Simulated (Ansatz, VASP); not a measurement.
Zr3O: VASP beside Ansatz

```
CELL_PARAMETERS angstrom
5.65222 0.00000 0.00000
-2.82611 4.89497 0.00000
0.00000 0.00000 5.16877
ATOMIC_POSITIONS crystal
Zr 0.83402 0.66804 0.25000
Zr 0.16598 0.83402 0.75000
Zr 0.33196 0.16598 0.25000
Zr 0.16598 0.33196 0.75000
Zr 0.83402 0.16598 0.25000
Zr 0.66804 0.83402 0.75000
O 0.33333 0.66667 0.25000
O 0.66667 0.33333 0.75000
```

Alike in both runs: functional r2SCAN; k mesh 12 × 12 × 8; occupations gaussian, width 0.1 eV; no spin polarisation.

Ansatz relaxed the structure, and its values are those at the end. VASP's run is a single point on that final structure, the one shown.

|  | VASP | Ansatz |
| --- | --- | --- |
| version | VASP 6.6.1 | Ansatz 0.2.0 |
| potentials or method | VASP PAW PBE potentials, release 64 (Zr_sv, O), cutoff 520 eV | scalar-relativistic, plane waves, PAW |
| valence electrons in the cell | 84 | 84 |

```tsv
	VASP	Ansatz	Ansatz less VASP
gap on the k mesh at the Fermi level (eV)	none	none	-
pressure (GPa)	0.1	0.0	-0.10
```

VASP's potentials were made for PBE, not for r2SCAN. A gap of «none» marks a metal or a gap that the smearing closes. The functional is the same, so the differences come from potentials, cutoffs and numerics.
